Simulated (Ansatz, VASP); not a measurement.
## One calculation of Cu, two programs

The input INCAR:

```
SYSTEM = Cu
ALGO = Normal
EDIFF = 1E-7
ENCUT = 520
GGA = CA
ISIF = 2
ISMEAR = -1
LASPH = .TRUE.
LCHARG = .FALSE.
LREAL = .FALSE.
LWAVE = .FALSE.
NBANDS = 30
NELM = 80
PREC = Accurate
SIGMA = 0.1
```

The input KPOINTS:

```
k-points
0
G
  9 9 3
  0 0 0
```

Contents of POSCAR:

```
Cu
1.0
    2.5307640000      0.0000000000      0.0000000000
   -1.2653820000      2.1917060000      0.0000000000
    0.0000000000      0.0000000000      8.2618150000
Cu
4
Direct
    0.0000000000      0.0000000000      0.0000000000
    0.3333333333      0.6666666667      0.2500000000
    0.0000000000      0.0000000000      0.5000000000
    0.6666666667      0.3333333333      0.7500000000
```

Input for Ansatz:

```yaml
crystal:
  lattice:
    - [2.530764, 0.0, 0.0]
    - [-1.265382, 2.191706, 0.0]
    - [0.0, 0.0, 8.261815]
  atoms:
    - { symbol: Cu, position: [0.0, 0.0, 0.0] }
    - { symbol: Cu, position: [0.33333333333333337, 0.6666666666666666, 0.25] }
    - { symbol: Cu, position: [0.0, 0.0, 0.5] }
    - { symbol: Cu, position: [0.6666666666666666, 0.3333333333333333, 0.75] }
kpoints:
  mp_grid:
    grid: [9, 9, 3]
    shift: [0.0, 0.0, 0.0]
hamiltonian:
  xc: lda
  pseudopotentials:
    kind: paw
scf:
  occupations:
    method: fermi_dirac
    width: 0.1
output:
  forces: true
  stress: true
  eigenvalues: true
```

Alike in both runs: task single point; functional LDA; k mesh 9 × 9 × 3; occupations fermi-dirac, width 0.1 eV; no spin polarisation.

|  | VASP | Ansatz |
| --- | --- | --- |
| version | VASP 6.6.1 | Ansatz 0.2.0 |
| potentials or method | VASP PAW LDA potentials, release 64 (Cu) | plane waves, PAW |
| plane-wave cutoff (eV) | 520 | 420 |
| valence electrons in the cell | 44 | 76 |

Ansatz gave:

| Property | Result |
| --- | --- |
| gap on the k mesh at the Fermi level (eV) | none |
| pressure (GPa) | -8.4 |
| traceless stress, the component that is largest in VASP (GPa) | 1.06 |

Problem. What did VASP give for the same quantities?

Solution. gap on the k mesh at the Fermi level (eV): none; pressure (GPa): -7.5; traceless stress, the component that is largest in VASP (GPa): 1.09.

LDA's correlation is that of Perdew and Zunger in VASP and of Perdew and Wang (1992) in Ansatz. A gap of «none» marks a metal or a gap that the smearing closes. VASP's potentials hold 44 valence electrons a cell and Ansatz's 76, so a difference there can come from the potentials and not from the codes.
